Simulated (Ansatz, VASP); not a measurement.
Two plane-wave programs on Mn

The input INCAR:

```
PREC = Accurate
ENCUT = 520
EDIFF = 1E-6
ISMEAR = -1
SIGMA = 0.1
LREAL = False
LASPH = True
NELM = 60
ALGO = Normal
ISIF = 2
LWAVE = False
LCHARG = True
GGA = RE
LELF = True
LVHAR = True
NBANDS = 12
```

Contents of KPOINTS:

```
regular mesh
0
Gamma
  17 17 17
```

The input POSCAR:

```
Mn
1.0
    0.0000000000      1.8282456509      1.8282456509
    1.8282456509      0.0000000000      1.8282456509
    1.8282456509      1.8282456509      0.0000000000
Mn
1
Direct
    0.0000000000      0.0000000000      0.0000000000
```

Input for Ansatz:

```yaml
crystal:
  lattice:
    - [0.0, 1.8282456509, 1.8282456509]
    - [1.8282456509, 0.0, 1.8282456509]
    - [1.8282456509, 1.8282456509, 0.0]
  atoms:
    - { symbol: Mn, position: [0.0, 0.0, 0.0] }
hamiltonian:
  xc: revpbe
  pseudopotentials:
    kind: paw
    azcp:
      Mn: "pseudopotentials/Mn.paw.azcp"
basis:
  ecutwfc: 420
  fft_grid_basis: typed
kpoints:
  mp_grid: { grid: [17, 17, 17], shift: [0, 0, 0] }
magnetization:
  spin_polarized: false
scf:
  occupations: { method: fermi_dirac, width: 0.1 }
  lower_state_search: "off"
output:
  stress: true
```

Alike in both runs: task single point; functional revPBE; k mesh 17 × 17 × 17; occupations fermi-dirac, width 0.1 eV; no spin polarisation.

```csv
,VASP,Ansatz
version,VASP 6.6.1,Ansatz 0.2.0
potentials or method,"VASP PAW PBE potentials, release 64 (Mn_pv), cutoff 520 eV","plane waves (420 eV) with PAW, scalar-relativistic"
valence electrons in the cell,13,15
```

VASP gave:

```
pressure (GPa) : -23.2
```

Problem. What did Ansatz give for the same quantities?

Solution. Pressure (GPa): -23.4.

VASP's potentials were made for PBE, not for revPBE. VASP's potentials hold 13 valence electrons a cell and Ansatz's 15, so a difference there can come from the potentials and not from the codes.
